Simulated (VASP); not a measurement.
Set up this calculation in VASP 6.6.1, as the native input.

```
Task                   : single point
Functional             : r2SCAN
Potentials or basis    : VASP PAW PBE potentials, release 64 (N, As, B)
Cutoff                 : 520 eV
k mesh                 : 12 × 12 × 4
Occupations            : fermi-dirac, width 0.02 eV
Spin                   : no spin polarisation
Dipole correction      : no
Further INCAR settings : ALGO = Normal; EDIFF = 1e-06; NBANDS = 21
```

B3AsN2:

```xyz
6
Lattice="2.8430 0.0000 0.0000 -1.4215 2.4621 0.0000 0.0000 0.0000 7.1043" Properties=species:S:1:pos:R:3 pbc="T T T"
N     0.0000    0.0000    0.1195
N     0.0000    1.6414    2.1711
As    1.4215    0.8207    4.7314
B     0.0000    1.6414    0.6222
B     1.4215    0.8207    2.6623
B     0.0000    0.0000    5.6781
```

These files were run (other wordings do the same):

POSCAR

```
B3AsN2
1.0
    2.8430030811      0.0000000000      0.0000000000
   -1.4215015406      2.4621128913      0.0000000000
    0.0000000000      0.0000000000      7.1043171405
N As B
2 1 3
Direct
    0.0000000000      0.0000000000      0.0168271067
    0.3333333333      0.6666666667      0.3056058697
    0.6666666667      0.3333333333      0.6659931231
    0.3333333333      0.6666666667      0.0875792938
    0.6666666667      0.3333333333      0.3747492133
    0.0000000000      0.0000000000      0.7992453934
```

INCAR.step1

```
PREC = Accurate
ENCUT = 520
ISMEAR = -1
SIGMA = 0.02
LREAL = F
LASPH = T
NELM = 60
NBANDS = 21
GGA = PE
ALGO = Normal
EDIFF = 1E-4
LWAVE = T
LCHARG = F
```

INCAR.step2

```
PREC = Accurate
ENCUT = 520
EDIFF = 1E-6
ISMEAR = -1
SIGMA = 0.02
LREAL = F
LASPH = T
NELM = 60
ALGO = Normal
ISIF = 2
LWAVE = F
LCHARG = T
METAGGA = R2SCAN
LMIXTAU = T
LELF = T
LVHAR = T
NBANDS = 21
ISTART = 1
```

KPOINTS

```
Automatic mesh
0
Gamma
  12 12 4
```

Potentials or basis: VASP PAW PBE potentials, release 64 (N, As, B).

Run with:

```bash
$ cat potpaw_PBE.64/N/POTCAR potpaw_PBE.64/As/POTCAR potpaw_PBE.64/B/POTCAR > POTCAR
$ cp INCAR.step1 INCAR
$ mpirun -np 1 vasp_std > vasp.out
$ cp INCAR.step2 INCAR
$ mpirun -np 1 vasp_std > vasp.out
```

It gave:

The pressure is 1.0 GPa. The largest force is 0.089 eV/Å and the band gap on the k mesh is zero (bands 12 and 13 overlap by 1.03 eV).

Caveat: the PAW data sets were made with another functional, which shifts forces and pressure a little.

Run time: 3.3 min on 1 thread of Intel(R) Xeon(R) Platinum 8488C (Sapphire Rapids), with other jobs on the host, peak memory 0.23 GiB.
